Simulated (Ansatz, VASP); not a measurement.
**One calculation of Te2Mo, two programs**

Contents of POSCAR:

```
Te2Mo
1.0
   -3.5635452172      0.0000000000      0.0000000000
   -1.7817726086     -3.0861206856      0.0000000000
   -2.2273939380     -1.2859864897     14.7262210532
Te Mo
4 2
Direct
    0.0714440693      0.0714440693      0.6284839550
    0.6131274026      0.6131274026      0.1284839550
   -0.0298274026     -0.0298274026      0.8715160450
    0.5118559307      0.5118559307      0.3715160450
    0.2291583333      0.2291583333      0.2500000000
    0.3541416667      0.3541416667      0.7500000000
```

File INCAR.step1:

```
  PREC = Accurate
  ENCUT = 520
  ISMEAR = 0
  SIGMA = 0.05
  LREAL = F
  LASPH = T
  NELM = 60
  NBANDS = 35
  GGA = PE
  ALGO = Normal
  EDIFF = 1E-4
  LWAVE = T
  LCHARG = F
```

The input INCAR.step2:

```
  PREC = Accurate
  ENCUT = 520
  EDIFF = 1E-7
  ISMEAR = 0
  SIGMA = 0.05
  LREAL = F
  LASPH = T
  NELM = 60
  ALGO = Normal
  ISIF = 2
  LWAVE = F
  LCHARG = F
  METAGGA = R2SCAN
  LMIXTAU = T
  NBANDS = 35
  ISTART = 1
```

The input KPOINTS:

```
regular mesh
0
Gamma
  9 9 2
```

Input for Ansatz:

```yaml
crystal:
  lattice:
    - [-3.5635452172, 0.0, 0.0]
    - [-1.7817726086, -3.0861206856, 0.0]
    - [-2.227393938, -1.2859864897, 14.7262210532]
  atoms:
    - { symbol: Te, position: [0.0714440693, 0.0714440693, 0.628483955] }
    - { symbol: Te, position: [0.6131274026, 0.6131274026, 0.128483955] }
    - { symbol: Te, position: [-0.0298274026, -0.0298274026, 0.871516045] }
    - { symbol: Te, position: [0.5118559307, 0.5118559307, 0.371516045] }
    - { symbol: Mo, position: [0.2291583333, 0.2291583333, 0.25] }
    - { symbol: Mo, position: [0.3541416667, 0.3541416667, 0.75] }
basis:
  ecutwfc: 500
kpoints:
  mp_grid: { grid: [9, 9, 2] }
hamiltonian:
  xc: r2scan
scf:
  occupations: { method: gaussian, width: 0.05 }
output:
  forces: true
  stress: true
  eigenvalues: true
```

Alike in both runs: task single point; functional r2SCAN; k mesh 9 × 9 × 2; occupations gaussian, width 0.05 eV; no spin polarisation.

|  | VASP | Ansatz |
| --- | --- | --- |
| version | VASP 6.6.1 | Ansatz 0.2.0 |
| potentials or method | VASP PAW PBE potentials, release 64 (Te, Mo_sv), cutoff 520 eV | scalar-relativistic, plane waves, PAW |
| valence electrons in the cell | 52 | 92 |

|  | VASP | Ansatz | Ansatz less VASP |
| --- | --- | --- | --- |
| gap on the k mesh at the Fermi level (eV) | 1.03 | 1.04 | +0.009 |
| least direct gap on the mesh (eV) | 1.08 | 1.07 | -0.002 |
| pressure (GPa) | 0.3 | 0.2 | -0.11 |
| traceless stress, the component that is largest in VASP (GPa) | 0.20 | 0.14 | -0.060 |
| rms of the force components (eV/Å) | 0.021 | 0.025 | +0.0043 |

VASP's potentials were made for PBE, not for r2SCAN. Atom by atom the forces differ by 0.012 eV/Å (rms over components). The functional is the same, so the differences come from potentials, cutoffs and numerics. VASP's potentials hold 52 valence electrons a cell and Ansatz's 92, so a difference there can come from the potentials and not from the codes.

Spin-orbit coupling is off throughout.
